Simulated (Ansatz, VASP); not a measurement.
# Two plane-wave programs on AlO

```
CELL_PARAMETERS angstrom
2.88777 0.00000 0.00000
-1.44388 2.50088 0.00000
0.00000 0.00000 11.70610
ATOMIC_POSITIONS crystal
Al 0.33333 0.66667 0.12405
Al 0.66667 0.33333 0.62405
Al 0.33333 0.66667 0.37595
Al 0.66667 0.33333 0.87595
O 0.00000 0.00000 0.00000
O 0.00000 0.00000 0.50000
O 0.66667 0.33333 0.25000
O 0.33333 0.66667 0.75000
```

Alike in both runs: functional PBE; k mesh 12 × 12 × 4; occupations gaussian, width 0.1 eV; no spin polarisation.

Ansatz relaxed the structure, and its values are those at the end. VASP's run is a single point on that final structure, the one shown.

|  | VASP | Ansatz |
| --- | --- | --- |
| version | VASP 6.6.1 | Ansatz 0.2.0 |
| potentials or method | VASP PAW PBE potentials, release 64 (Al, O), cutoff 520 eV | scalar-relativistic, plane waves, PAW |
| valence electrons in the cell | 36 | 36 |

Ansatz gave:

* gap on the k mesh at the Fermi level (eV): none
* pressure (GPa): 0.0

Question: Estimate VASP's values.

Answer: gap on the k mesh at the Fermi level (eV): none; pressure (GPa): -0.1.

A gap of «none» marks a metal or a gap that the smearing closes.
